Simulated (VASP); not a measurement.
# P (P6_3/mmc) in VASP: further runs

P is run at these levels: PBE; tasks: single point.

Program: VASP 6.6.1. These are calculated values, not measurements. Logs are shortened: lines on timing, memory, paths and dates and some standing lists are left out, and cuts for length are marked.

## Step 1: The cell of the first run

The structure is hexagonal, space group P6_3/mmc (No. 194). Conventional cell: a = 3.265 Å, b = 3.265 Å, c = 3.208 Å, α = 90.00°, β = 90.00°, γ = 120.00°. P (site symmetry -6m2) has 14 P at 2.48 to 3.27 Å within 3.3 Å.

This isn't the form of P at room conditions, which is orthorhombic.

## Step 2: Single point, PBE

INCAR

```
SYSTEM = P
ALGO     = Normal         ! electronic algorithm
EDIFF    = 1E-6           ! SCF threshold, eV
ENCUT    = 520            ! plane-wave cutoff, eV
GGA      = PE             ! functional
ISIF     = 2              ! what is computed and relaxed
ISMEAR   = -1             ! smearing method
LASPH    = .TRUE.         ! aspherical terms in the spheres
LCHARG   = .FALSE.        ! write CHGCAR
LREAL    = .FALSE.        ! projectors in reciprocal space
LWAVE    = .FALSE.        ! write WAVECAR
NBANDS   = 12             ! bands
NELM     = 100            ! most SCF steps
PREC     = Accurate       ! precision mode
SIGMA    = 0.05           ! smearing width, eV
```

KPOINTS

```
k-points
0
G
  16 16 9
  0 0 0
```

POSCAR

```
P
1.0
    3.2652068437      0.0000000000      0.0000000000
   -1.6326034219      2.8277520753      0.0000000000
    0.0000000000      0.0000000000      3.2079736135
P
2
Direct
    0.3333333333      0.6666666667      0.2500000000
    0.6666666667      0.3333333333      0.7500000000
```

Potentials or basis: VASP PAW PBE potentials, release 64 (P).

On the command line:

```bash
> cat potpaw_PBE.64/P/POTCAR > POTCAR
> mpirun -np 1 vasp_std > vasp.out
```

OUTCAR:

```text
SYSTEM = P
   EDIFF = 1E-6
   ENCUT = 520
   GGA = PE
   ISIF = 2
   ISMEAR = -1
   LASPH = .TRUE.
   LREAL = .FALSE.
   NELM = 100
   PREC = Accurate

 ion  position               nearest neighbor table
   1  0.333  0.667  0.250-   2 2.48   2 2.48   2 2.48   2 2.48   2 2.48   2 2.48
   2  0.667  0.333  0.750-   1 2.48   1 2.48   1 2.48   1 2.48   1 2.48   1 2.48

  LATTYP: Found a hexagonal cell.
 ALAT       =     3.2652068437
 C/A-ratio  =     0.9824717903

  Lattice vectors:

 A1 = (   3.2652068437,   0.0000000000,   0.0000000000)
 A2 = (  -1.6326034219,   2.8277520753,   0.0000000000)
 A3 = (   0.0000000000,   0.0000000000,   3.2079736135)

Analysis of symmetry for initial positions (statically):
=====================================================================
 Subroutine PRICEL returns:
 Original cell was already a primitive cell.

 Routine SETGRP: Setting up the symmetry group for a
 hexagonal supercell.

 Subroutine GETGRP returns: Found 24 space group operations
 (whereof 12 operations were pure point group operations)
 out of a pool of 24 trial point group operations.

The static configuration has the point symmetry D_3d.
 The point group associated with its full space group is D_6h.

Analysis of symmetry for dynamics (positions and initial velocities):
=====================================================================
 Subroutine PRICEL returns:
 Original cell was already a primitive cell.

 Routine SETGRP: Setting up the symmetry group for a
 hexagonal supercell.

 Subroutine GETGRP returns: Found 24 space group operations
 (whereof 12 operations were pure point group operations)
 out of a pool of 24 trial point group operations.

The dynamic configuration has the point symmetry D_3d.
 The point group associated with its full space group is D_6h.

 Subroutine INISYM returns: Found 24 space group operations
 (whereof 12 operations are pure point group operations),
 and found     1 'primitive' translations

----------------------------------------------------------------------------------------

                                     Primitive cell

  volume of cell :      29.6198

  direct lattice vectors                    reciprocal lattice vectors
     3.265206844  0.000000000  0.000000000     0.306259312  0.176818896  0.000000000
    -1.632603422  2.827752075  0.000000000     0.000000000  0.353637792  0.000000000
     0.000000000  0.000000000  3.207973614     0.000000000  0.000000000  0.311723262

  length of vectors
[... 92 lines left out ...]
   PSTRESS=    0.0 pullay stress
   NELECT =      10.0000    total number of electrons
   NUPDOWN=      -1.0000    fix difference up-down
   EMIN   =  10.00;   EMAX   =-10.00  energy-range for DOS
   EFERMI =   0.00;   METHOD = LEGACY
   ISMEAR =    -1;   SIGMA  =   0.05  broadening in eV -4-tet -1-fermi 0-gaus
   EFERMI_NEDOS =   21; number of points for ismear=-14 and -15
   IALGO  =     38    algorithm
   IMIX   =      4    mixing-type and parameters
     AMIX     =   0.40;   BMIX     =  1.00
     AMIX_MAG =   1.60;   BMIX_MAG =  1.00
  volume/ion in A,a.u.               =      14.81        99.94
  Fermi-wavevector in a.u.,A,eV,Ry     =   1.139936  2.154167 17.680153  1.299455
  Thomas-Fermi vector in A             =   2.276639
   LORBIT       =      0    0 simple, 1 ext, 2 COOP (PROOUT), +10 PAW based schemes
   GGA     = PE    functional components
   LHFCALC =     F    Hartree Fock is set to
   AEXX    =    0.0000 exact exchange contribution
   IVDW    =     0    specifies the selected vdW correction
   LEPSILON=     F    determine dielectric tensor
   LRPA    =     F    only Hartree local field effects (RPA)
 non-spin polarized calculation
  energy-cutoff  :      520.00
  volume of cell :       29.62
 maximum number of plane-waves:       818
   NGX = 13   NGY = 13   NGZ = 11

 number of electron      10.0000000 magnetization

 number of electron       9.9999998 magnetization

 Free energy of the ion-electron system (eV)
  ---------------------------------------------------
  ext. energy  EPLUGINS =         0.00000000
  ---------------------------------------------------
  free energy    TOTEN  =        -9.94800806 eV

  energy without entropy =       -9.94012462  energy(sigma->0) =       -9.94406634

 E-fermi :   9.4583     XC(G=0): -11.2362

 val. band max:        9.4565615894   @ k =   0.0625   0.0625   0.4444
 cond. band min:       9.4758462685   @ k =   0.3750   0.0000   0.4444
 fundamental gap:      0.0192846791
 Fermi energy:         9.4582935398

 k-point     1 :       0.0000    0.0000    0.0000
  band No.  band energies     occupation
      1      -6.9757      2.00000
      2       5.4278      2.00000
      3       6.2002      2.00000
      4       7.7331      2.00000
      5       7.7331      2.00000
      6      11.7235      0.00000
      7      11.7235      0.00000
      8      12.2020      0.00000
      9      17.7741      0.00000
     10      18.2282      0.00000
     11      21.0819      0.00000
     12      21.0820      0.00000
[... 331 lines left out ...]
 k-point    24 :       0.2500    0.1875    0.0000
  band No.  band energies     occupation
      1      -4.6774      2.00000
      2       0.1843      2.00000
      3       3.6547      2.00000
      4       7.4573      2.00000
      5       9.5850      0.14697
      6      11.8636      0.00000
      7      12.4221      0.00000
      8      14.1638      0.00000
      9      15.7136      0.00000
     10      16.9646      0.00000
     11      17.4030      0.00000
     12      24.0837      0.00000

 [... further k-points ...]

------------------------ aborting loop because EDIFF is reached ----------------------------------------

  FORCE on cell =-STRESS in cart. coord.  units (eV):
  Direction    XX          YY          ZZ          XY          YZ          ZX
  --------------------------------------------------------------------------------------
  -------------------------------------------------------------------------------------
  Total        0.3688485      0.3688485      0.3633332     -0.0000000     -0.0000000     -0.0000000
  in kB       19.9515094     19.9515094     19.6531786     -0.0000000     -0.0000000     -0.0000000
  external PRESSURE =      19.8520658 kB  Pullay stress =       0.0000000 kB

 VOLUME and BASIS-vectors are now :
 -----------------------------------------------------------------------------
  energy-cutoff  :      520.00
  volume of cell :       29.62
      direct lattice vectors                 reciprocal lattice vectors
     3.265206844  0.000000000  0.000000000     0.306259312  0.176818896  0.000000000
    -1.632603422  2.827752075  0.000000000     0.000000000  0.353637792  0.000000000
     0.000000000  0.000000000  3.207973614     0.000000000  0.000000000  0.311723262

 POSITION                                       TOTAL-FORCE (eV/Angst)
 -----------------------------------------------------------------------------------
     -0.00000      1.88517      0.80199         0.000000      0.000000      0.000000
      1.63260      0.94258      2.40598        -0.000000     -0.000000      0.000000
 -----------------------------------------------------------------------------------
    total drift:                                0.000000     -0.000000      0.000000

  FREE ENERGIE OF THE ION-ELECTRON SYSTEM (eV)
  ---------------------------------------------------
  free  energy   TOTEN  =        -9.9480080600 eV

  energy  without entropy=       -9.9401246249  energy(sigma->0) =       -9.94406634
```

OSZICAR:

```text
N       E                     dE             d eps       ncg     rms          rms(c)
DAV:   1     0.215552099244E+02    0.21555E+02   -0.45990E+03  3600   0.727E+02
DAV:   2    -0.886550880687E+01   -0.30421E+02   -0.29293E+02  4816   0.118E+02
DAV:   3    -0.996321225799E+01   -0.10977E+01   -0.10866E+01  4636   0.206E+01
DAV:   4    -0.996947857947E+01   -0.62663E-02   -0.62647E-02  4212   0.190E+00
DAV:   5    -0.996952567814E+01   -0.47099E-04   -0.47097E-04  4644   0.158E-01    0.650E+00
DAV:   6    -0.995460746301E+01    0.14918E-01   -0.81740E-03  4232   0.484E-01    0.384E+00
DAV:   7    -0.994786024657E+01    0.67472E-02   -0.16832E-02  4264   0.726E-01    0.109E-01
DAV:   8    -0.994799725428E+01   -0.13701E-03   -0.10489E-03  4300   0.210E-01    0.265E-02
DAV:   9    -0.994800793407E+01   -0.10680E-04   -0.12940E-05  4696   0.272E-02    0.119E-02
DAV:  10    -0.994800806005E+01   -0.12597E-06   -0.18785E-06  3708   0.787E-03
   1 F= -.99480081E+01 E0= -.99440663E+01  d E =-.788344E-02
```

stdout:

```text
POSCAR found type information on POSCAR P
 POSCAR found :  1 types and       2 ions
 scaLAPACK will be used
 LDA part: xc-table for (Slater+PW92), standard interpolation
 POSCAR, INCAR and KPOINTS ok, starting setup
 FFT: planning ... GRIDC
 FFT: planning ... GRID_SOFT
 FFT: planning ... GRID
 WAVECAR not read
 entering main loop
```

It took 24 s on 1 thread of Intel Xeon 8259CL, shared host; peak memory 0.16 GiB.

Results:

```
Free energy            : -9.9480 eV
Pressure               : 2.0 GPa
Band gap on the k mesh : zero (bands 5 and 6 overlap by 5.10 eV)
```

Levels at points of the mesh, in eV from the Fermi level:
```
           k point  band 3  band 4  band 5  band 6  band 7  band 8
(0.00, 0.00, 0.00)   -3.26   -1.73   -1.73    2.27    2.27    2.74
(0.50, 0.00, 0.00)   -4.06   -1.58   -1.29    1.12    2.87    3.15
```

## Step 3: Single point, PBE

INCAR

```
SYSTEM = P
PREC = Accurate
ENCUT = 520
EDIFF = 1E-6
ISMEAR = -1
SIGMA = 0.05
LREAL = .False.
LASPH = .True.
NELM = 80
ALGO = Normal
ISIF = 2
LWAVE = .False.
LCHARG = .False.
GGA = PE
NBANDS = 12
```

KPOINTS

```
regular mesh
0
Gamma
  16 16 9
  0 0 0
```

POSCAR

```
P
1.0
    3.2658070997      0.0000000000      0.0000000000
   -1.6329035499      2.8282719122      0.0000000000
    0.0000000000      0.0000000000      3.2089720863
P
2
Direct
    0.3333333333      0.6666666667      0.2500000000
    0.6666666667      0.3333333333      0.7500000000
```

Potentials or basis: VASP PAW PBE potentials, release 64 (P).

On the command line:

```bash
> cat potpaw_PBE.64/P/POTCAR > POTCAR
> mpirun -np 1 vasp_std > vasp.out
```

It took 32 s on 1 thread of Intel Xeon 8259CL, shared host; peak memory 0.16 GiB.

Results (log left out):

```
Free energy            : -9.9483 eV
Pressure               : 1.9 GPa
Band gap on the k mesh : zero (bands 5 and 6 overlap by 5.09 eV)
```

Levels at points of the mesh, in eV from the Fermi level:
| k point | band 2 | band 3 | band 4 | band 5 | band 6 | band 7 | band 8 | band 9 |
| --- | --- | --- | --- | --- | --- | --- | --- | --- |
| (0.00, 0.00, 0.00) | -4.03 | -3.26 | -1.72 | -1.72 | 2.27 | 2.27 | 2.75 | 8.31 |
| (0.50, 0.00, 0.00) | -11.08 | -4.05 | -1.58 | -1.29 | 1.12 | 2.87 | 3.15 | 6.66 |
